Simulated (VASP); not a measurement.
Input of a VASP 6.6.1 run:

The input INCAR:

```
ALGO = Normal
EDIFF = 1E-7
ENCUT = 520
GGA = PE
ISIF = 2
ISMEAR = -1
LASPH = T
LCHARG = F
LREAL = F
LWAVE = F
NBANDS = 11
NELM = 60
PREC = Accurate
SIGMA = 0.06122561905347299
```

The input KPOINTS:

```
k-points
0
Gamma
  26 26 26
```

POSCAR

```
C
1.0
    0.0000000000      1.8211020964      1.8211020964
    1.8211020964      0.0000000000      1.8211020964
    1.8211020964      1.8211020964      0.0000000000
C
2
Direct
    0.0000000000      0.0000000000      0.0000000000
    0.2500000000      0.2500000000      0.2500000000
```

Potentials or basis: VASP PAW PBE potentials, release 64 (C).

Run with:

```bash
$ cat potpaw_PBE.64/C/POTCAR > POTCAR
$ mpirun -np 1 vasp_std > vasp.out
```

**Question.** Predict the pressure.

**Answer.** -22.3 GPa.

**Question.** Predict the band gap on the k mesh.

**Answer.** 4.00 eV, indirect (least direct gap 5.42 eV).

A k mesh can miss the band edges.
